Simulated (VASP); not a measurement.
Wanted: the native input for a VASP 6.6.1 run.

```
Task                   : single point
Functional             : PBE
Dispersion             : D3(BJ)
Potentials or basis    : VASP PAW PBE potentials, release 64 (W_sv, C, F, H)
Cutoff                 : 520 eV
k mesh                 : 3 × 3 × 1
Occupations            : fermi-dirac, width 0.1 eV
Spin                   : no spin polarisation
Dipole correction      : no
Further INCAR settings : LREAL = Auto; ALGO = Normal; EDIFF = 1e-07; NBANDS = 131
```

The structure of HW12C12F lies in POSCAR:

```
HW12C12F
1.0
    5.7147400000      0.0000000000      0.0000000000
    0.0000000000      5.6084200000      0.0000000000
    0.0000000000      0.0000000000     18.5988130000
W C F H
12 12 1 1
Direct
    0.0000000000      0.0000000000      0.0537668721
    0.2343238713     -0.0132657683      0.1872592622
   -0.0266853785      0.0011411414      0.3232356818
    0.0000000000      0.4999982170      0.0537668721
    0.2339564005      0.5119445405      0.1891303493
   -0.0020648358      0.5095374455      0.3301124647
    0.5000052496      0.0000000000      0.0537668721
    0.7314593490     -0.0030311567      0.1850817039
    0.4810017604      0.0101276295      0.3225528425
    0.5000052496      0.4999982170      0.0537668721
    0.7366739344      0.5026371064      0.1841945505
    0.5043799018      0.5161168386      0.3195741578
   -0.0043921508      0.2556691546      0.1345408441
    0.2591194000      0.2554373603      0.2786683215
   -0.2945540830      0.2637462957      0.3754540680
   -0.0061245131      0.7670431244      0.1363043975
    0.2160378250      0.7493197728      0.2807060859
   -0.0822784589      0.7593047596      0.4183331485
    0.4695051743      0.2485548515      0.1388905840
    0.7405936228      0.2485905121      0.2750498110
    0.2504050928      0.2292267697      0.3718785710
    0.4872487637      0.7493732638      0.1349548490
    0.7320018059      0.7329693568      0.2694419262
    0.7146256873      0.8116367890      0.3942724732
    0.3427977476      0.7184019742      0.4627177014
    0.1825454876      0.7418132023      0.4624004768
```

One way to write it, as run:

INCAR

```
SYSTEM = HW12C12F
PREC = Accurate ; ENCUT = 520
EDIFF = 1E-7 ; ISMEAR = -1
SIGMA = 0.1 ; LREAL = Auto
LASPH = .TRUE. ; NELM = 60
ALGO = Normal ; ISIF = 2
LWAVE = .FALSE. ; LCHARG = .FALSE.
GGA = PE ; IVDW = 12
NBANDS = 131
```

KPOINTS

```
regular mesh
0
G
  3 3 1
  0 0 0
```

Potentials or basis: VASP PAW PBE potentials, release 64 (W_sv, C, F, H).

The run is started by

```sh
$ cat potpaw_PBE.64/W_sv/POTCAR potpaw_PBE.64/C/POTCAR potpaw_PBE.64/F/POTCAR potpaw_PBE.64/H/POTCAR > POTCAR
$ mpirun -np 1 vasp_std > vasp.out
```

Results of the run:

```yaml
Largest_force: 3.599 eV/Å
Band_gap_on_the_k_mesh: zero (bands 112 and 113 overlap by 0.13 eV)
Dispersion_energy_per_atom: -0.310 eV
```

Caveat: the k points lie up to 0.37 Å⁻¹ apart; there is no dipole correction, which matters where the two faces differ; spin-orbit coupling is left out, which moves the levels of the heavy elements.

Run time: 43 min on 1 thread of Intel Xeon 8259CL (shared host), peak memory 0.76 GiB.
